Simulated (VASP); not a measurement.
# Mo (Fd-3m) in VASP: notebook

Mo is run at these levels: r2SCAN; tasks: single point, relaxation of cell and atoms.

Everything below comes from runs of VASP 6.6.1. Logs are shortened: lines on timing, memory, paths and dates and some standing lists are left out, and cuts for length are marked.

## (1) The cell of the first run

It takes space group Fd-3m (No. 227, cubic). The conventional cell has a = 5.638 Å, b = 5.638 Å, c = 5.638 Å, α = 90.00°, β = 90.00°, γ = 90.00°. Mo (site symmetry -43m) has 4 Mo at 2.44 Å within 3.2 Å.

## (2) Single point, r2SCAN

Contents of POSCAR:

```
Mo
1.0
    0.0000000000      2.8192252548      2.8192252548
    2.8192252548      0.0000000000      2.8192252548
    2.8192252548      2.8192252548      0.0000000000
Mo
2
Direct
    0.5000000000      0.5000000000      0.5000000000
    0.7500000000      0.7500000000      0.7500000000
```

Contents of INCAR.step1:

```
ALGO     = Normal         # electronic algorithm
EDIFF    = 1E-4           # SCF threshold, eV
ENCUT    = 520            # plane-wave cutoff, eV
GGA      = PE             # functional
ISMEAR   = 0              # smearing method
LASPH    = True           # aspherical terms in the spheres
LCHARG   = False          # write CHGCAR
LREAL    = False          # projectors in reciprocal space
LWAVE    = True           # write WAVECAR
NBANDS   = 21             # bands
NELM     = 80             # most SCF steps
PREC     = Accurate       # precision mode
SIGMA    = 0.1            # smearing width, eV
```

Contents of INCAR.step2:

```
ALGO     = Normal         # electronic algorithm
EDIFF    = 1E-6           # SCF threshold, eV
ENCUT    = 520            # plane-wave cutoff, eV
ISIF     = 2              # what is computed and relaxed
ISMEAR   = 0              # smearing method
ISTART   = 1            
LASPH    = True           # aspherical terms in the spheres
LCHARG   = False          # write CHGCAR
LMIXTAU  = True         
LREAL    = False          # projectors in reciprocal space
LWAVE    = False          # write WAVECAR
METAGGA  = R2SCAN         # meta-GGA
NBANDS   = 21             # bands
NELM     = 80             # most SCF steps
PREC     = Accurate       # precision mode
SIGMA    = 0.1            # smearing width, eV
```

Contents of KPOINTS:

```
k-points
0
Gamma
  6 6 6
```

Potentials or basis: VASP PAW PBE potentials, release 64 (Mo_sv).

Command:

```console
> cat potpaw_PBE.64/Mo_sv/POTCAR > POTCAR
> cp INCAR.step1 INCAR
> mpirun -np 1 vasp_std > vasp.out
> cp INCAR.step2 INCAR
> mpirun -np 1 vasp_std > vasp.out
```

OUTCAR:

```text
EDIFF = 1E-6
   ENCUT = 520
   ISIF = 2
   ISMEAR = 0
   ISTART = 1
   LASPH = True
   LREAL = False
   METAGGA = R2SCAN
   NELM = 80
   PREC = Accurate

 ion  position               nearest neighbor table
   1  0.500  0.500  0.500-   2 2.44   2 2.44   2 2.44   2 2.44
   2  0.750  0.750  0.750-   1 2.44   1 2.44   1 2.44   1 2.44

  LATTYP: Found a face centered cubic cell.
 ALAT       =     5.6384505096

  Lattice vectors:

 A1 = (   0.0000000000,   2.8192252548,   2.8192252548)
 A2 = (   2.8192252548,   0.0000000000,   2.8192252548)
 A3 = (   2.8192252548,   2.8192252548,   0.0000000000)

Analysis of symmetry for initial positions (statically):
=====================================================================
 Subroutine PRICEL returns:
 Original cell was already a primitive cell.

 Routine SETGRP: Setting up the symmetry group for a
 face centered cubic supercell.

 Subroutine GETGRP returns: Found 48 space group operations
 (whereof 24 operations were pure point group operations)
 out of a pool of 48 trial point group operations.

The static configuration has the point symmetry T_d .
 The point group associated with its full space group is O_h .

Analysis of symmetry for dynamics (positions and initial velocities):
=====================================================================
 Subroutine PRICEL returns:
 Original cell was already a primitive cell.

 Routine SETGRP: Setting up the symmetry group for a
 face centered cubic supercell.

 Subroutine GETGRP returns: Found 48 space group operations
 (whereof 24 operations were pure point group operations)
 out of a pool of 48 trial point group operations.

The dynamic configuration has the point symmetry T_d .
 The point group associated with its full space group is O_h .

 Subroutine INISYM returns: Found 48 space group operations
 (whereof 24 operations are pure point group operations),
 and found     1 'primitive' translations

----------------------------------------------------------------------------------------

                                     Primitive cell

  volume of cell :      44.8146

  direct lattice vectors                    reciprocal lattice vectors
     0.000000000  2.819225255  2.819225255    -0.177353689  0.177353689  0.177353689
     2.819225255  0.000000000  2.819225255     0.177353689 -0.177353689  0.177353689
     2.819225255  2.819225255  0.000000000     0.177353689  0.177353689 -0.177353689

[... 63 lines left out ...]
   NGXF,Y,Z  is equivalent  to a cutoff of  25.02, 25.02, 25.02 a.u.
 SYSTEM =  unknown system
   PREC   = accura    normal or accurate (medium, high low for compatibility)
   ISTART =      1    job   : 0-new  1-cont  2-samecut
   ICHARG =      0    charge: 1-file 2-atom 10-const
   ISPIN  =      1    spin polarized calculation?
   LNONCOLLINEAR =      F non collinear calculations
   LSORBIT =      F    spin-orbit coupling
   LASPH  =      T    aspherical Exc in radial PAW
   ENCUT  =  520.0 eV  38.22 Ry    6.18 a.u.   7.41  7.41  7.41*2*pi/ulx,y,z
   NELM   =     80;   NELMIN=  2; NELMDL=  0     # of ELM steps
   EDIFF  = 0.1E-05   stopping-criterion for ELM
   LREAL  =      F    real-space projection
[... 7 lines left out ...]
   TEBEG  =    0.0;   TEEND  =   0.0 temperature during run
   PSTRESS=    0.0 pullay stress
   NELECT =      28.0000    total number of electrons
   NUPDOWN=      -1.0000    fix difference up-down
   EMIN   =  10.00;   EMAX   =-10.00  energy-range for DOS
   EFERMI =   0.00;   METHOD = LEGACY
   ISMEAR =     0;   SIGMA  =   0.10  broadening in eV -4-tet -1-fermi 0-gaus
   EFERMI_NEDOS =   21; number of points for ismear=-14 and -15
   IALGO  =     38    algorithm
   IMIX   =      4    mixing-type and parameters
     AMIX     =   0.40;   BMIX     =  1.00
     AMIX_MAG =   1.60;   BMIX_MAG =  1.00
  volume/ion in A,a.u.               =      22.41       151.21
  Fermi-wavevector in a.u.,A,eV,Ry     =   1.399548  2.644762 26.650194  1.958734
  Thomas-Fermi vector in A             =   2.522596
   LORBIT       =      0    0 simple, 1 ext, 2 COOP (PROOUT), +10 PAW based schemes
   METAGGA = R2SCAN    functional components
   LHFCALC =     F    Hartree Fock is set to
   AEXX    =    0.0000 exact exchange contribution
   IVDW    =     0    specifies the selected vdW correction
   LEPSILON=     F    determine dielectric tensor
   LRPA    =     F    only Hartree local field effects (RPA)
 non-spin polarized calculation
 Gauss-broadening in eV      SIGMA  =   0.10
  energy-cutoff  :      520.00
  volume of cell :       44.81
 maximum number of plane-waves:      1243
 NGX is ok and might be reduce to    30
   NGX = 15   NGY = 15   NGZ = 15

 number of electron      27.9999999 magnetization

 Free energy of the ion-electron system (eV)
  ---------------------------------------------------
  ext. energy  EPLUGINS =         0.00000000
  ---------------------------------------------------
  free energy    TOTEN  =       -47.50512073 eV

  energy without entropy =      -47.49122427  energy(sigma->0) =      -47.49817250

 E-fermi :   7.1370     XC(G=0): -11.7433

 val. band max:        7.1196204405   @ k =  -0.3333   0.5000   0.1667
 cond. band min:       7.1779950517   @ k =   0.5000   0.5000   0.0000
 fundamental gap:      0.0583746112
 Fermi energy:         7.1370026445

 k-point     1 :       0.0000    0.0000    0.0000
  band No.  band energies     occupation
      1     -55.2120      2.00000
      2     -54.3936      2.00000
      3     -28.9381      2.00000
      4     -28.9381      2.00000
      5     -28.9381      2.00000
      6     -27.6649      2.00000
[... 373 lines left out ...]
     20      12.3043      0.00000
     21      12.4413      0.00000

------------------------ aborting loop because EDIFF is reached ----------------------------------------

  FORCE on cell =-STRESS in cart. coord.  units (eV):
  Direction    XX          YY          ZZ          XY          YZ          ZX
  --------------------------------------------------------------------------------------
  -------------------------------------------------------------------------------------
  Total        0.3122565      0.3122565      0.3122565     -0.0000000      0.0000000      0.0000000
  in kB       11.1635614     11.1635614     11.1635614     -0.0000000      0.0000000      0.0000000
  external PRESSURE =      11.1635614 kB  Pullay stress =       0.0000000 kB

 VOLUME and BASIS-vectors are now :
 -----------------------------------------------------------------------------
  energy-cutoff  :      520.00
  volume of cell :       44.81
      direct lattice vectors                 reciprocal lattice vectors
     0.000000000  2.819225255  2.819225255    -0.177353689  0.177353689  0.177353689
     2.819225255  0.000000000  2.819225255     0.177353689 -0.177353689  0.177353689
     2.819225255  2.819225255  0.000000000     0.177353689  0.177353689 -0.177353689

 POSITION                                       TOTAL-FORCE (eV/Angst)
 -----------------------------------------------------------------------------------
      2.81923      2.81923      2.81923         0.000000      0.000000      0.000000
      4.22884      4.22884      4.22884        -0.000000     -0.000000     -0.000000
 -----------------------------------------------------------------------------------
    total drift:                                0.000000     -0.000000     -0.000000

  FREE ENERGIE OF THE ION-ELECTRON SYSTEM (eV)
  ---------------------------------------------------
  free  energy   TOTEN  =       -47.5051207316 eV

  energy  without entropy=      -47.4912242750  energy(sigma->0) =      -47.49817250
```

Run time: 24 s. Hardware: 1 thread of AMD EPYC 9R45 (Zen 5), shared host; peak memory 0.14 GiB.

What came out:

| Item | Value |
| --- | --- |
| Free energy | -47.5051 eV |
| Pressure | 1.1 GPa |
| Band gap on the k mesh | zero (band 14 reaches 7.32 eV, above the bottom of band 15 at 7.07 eV) |

Caveat: the PAW data sets were made with another functional, which shifts forces and pressure a little.

## (3) Relaxation of cell and atoms, r2SCAN

This run uses another cell than the first one, of 18.16 Å³/atom, 0.810 times its volume.

Contents of POSCAR:

```
Mo
1.0
    0.0000000000      2.6282640351      2.6282640351
    2.6282640351      0.0000000000      2.6282640351
    2.6282640351      2.6282640351      0.0000000000
Mo
2
Direct
    0.5000000000      0.5000000000      0.5000000000
    0.7500000000      0.7500000000      0.7500000000
```

Contents of INCAR.step1:

```
SYSTEM = Mo
  ALGO = Normal
  EDIFF = 1E-4
  ENCUT = 600
  GGA = PE
  ISMEAR = 0
  LASPH = .True.
  LCHARG = .False.
  LREAL = .False.
  LWAVE = .True.
  NELM = 80
  PREC = Accurate
  SIGMA = 0.1
```

Contents of INCAR.step2:

```
SYSTEM = Mo
  ALGO = Normal
  EDIFF = 1E-7
  EDIFFG = -0.04
  ENCUT = 600
  IBRION = 2
  ISIF = 3
  ISMEAR = 0
  ISTART = 1
  LASPH = .True.
  LCHARG = .False.
  LMIXTAU = .True.
  LREAL = .False.
  LWAVE = .False.
  METAGGA = R2SCAN
  NELM = 80
  NSW = 90
  PREC = Accurate
  SIGMA = 0.1
```

Contents of KPOINTS:

```
k-points
0
Gamma
  6 6 6
  0 0 0
```

Potentials or basis: VASP PAW PBE potentials, release 64 (Mo_sv).

Command:

```console
> cat potpaw_PBE.64/Mo_sv/POTCAR > POTCAR
> cp INCAR.step1 INCAR
> mpirun -np 1 vasp_std > vasp.out
> cp INCAR.step2 INCAR
> mpirun -np 1 vasp_std > vasp.out
```

Wall time 2.6 min (1 thread of AMD EPYC 9R45 (Zen 5), shared host); peak memory 0.15 GiB.

Results (log left out):

| Item | Value |
| --- | --- |
| Free energy | -47.5008 eV |
| Relaxed volume | 22.63 Å³/atom |
| Relaxed cell | a = 4.000 Å, b = 4.000 Å, c = 4.000 Å, α = 60.00°, β = 60.00°, γ = 60.00° |
| Space group after relaxing (to 0.05 Å) | Fd-3m (No. 227) |
| Energy gained by relaxing | 460.4 meV/atom |
| Ionic steps | 5 |
| Pressure after relaxing | 0.0 GPa |
| Band gap on the k mesh | zero (band 14 reaches 7.21 eV, above the bottom of band 15 at 6.96 eV) |

The path:
| step | energy change (eV) | largest force (eV/Å) | pressure (GPa) | volume (Å³) |
| --- | --- | --- | --- | --- |
| 1 | 0.0000 | 0.0000 | 40.41 | 36.31 |
| 2 | 0.8597 | 0.0000 | -20.15 | 66.08 |
| 3 | -0.9116 | 0.0000 | -2.59 | 46.37 |
| 4 | -0.9202 | 0.0000 | -0.72 | 45.55 |
| 5 | -0.9209 | 0.0000 | 0.00 | 45.25 |

Final structure:
```yaml
crystal:
  lattice:
    - [0.00000, 2.82836, 2.82836]
    - [2.82836, 0.00000, 2.82836]
    - [2.82836, 2.82836, 0.00000]
  atoms:
    - { symbol: Mo, position: [0.50000, 0.50000, 0.50000] }
    - { symbol: Mo, position: [0.75000, 0.75000, 0.75000] }
```

Levels at points of the mesh, in eV from the Fermi level:
```
           k point  band 10  band 11  band 12  band 13  band 14  band 15  band 16  band 17  band 18
(0.00, 0.00, 0.00)    -2.30    -2.30    -1.45    -1.45    -1.45     1.44     1.44     1.44     4.75
(0.50, 0.00, 0.00)    -2.22    -2.03    -2.03    -1.72    -1.72     0.42     2.50     2.50     3.93
(0.50, 0.50, 0.00)    -3.15    -1.67    -1.67     0.02     0.02     0.68     0.68     4.25     4.25
```

Caveat: the volume moved by over 15 % at a fixed basis, so the end points are rough; the PAW data sets were made with another functional, which shifts forces and pressure a little.

[end of part 1 of 2]
